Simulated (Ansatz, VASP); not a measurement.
B: VASP beside Ansatz

```
B
1.0
     0.00000    2.00146    2.00146
     2.00146    0.00000    2.00146
     2.00146    2.00146    0.00000
B
2
Direct
  0.12500 0.12500 0.12500
  0.87500 0.87500 0.87500
```

Alike in both runs: functional LDA; k mesh 13 × 13 × 13; occupations fermi-dirac, width 0.1 eV; no spin polarisation.

Ansatz relaxed the structure, and its values are those at the end. VASP's run is a single point on that final structure, the one shown.

|  | VASP | Ansatz |
| --- | --- | --- |
| version | VASP 6.6.1 | Ansatz 0.2.0 |
| potentials or method | VASP PAW LDA potentials, release 64 (B), cutoff 520 eV | plane waves (420 eV) with PAW, scalar-relativistic |
| valence electrons in the cell | 6 | 6 |

```csv
,VASP,Ansatz,Ansatz less VASP
pressure (GPa),0.2,0.0,-0.23
```

Ansatz warns that its potentials were made for another functional, while VASP's fit it. LDA's correlation is that of Perdew and Zunger in VASP and of Perdew and Wang (1992) in Ansatz.
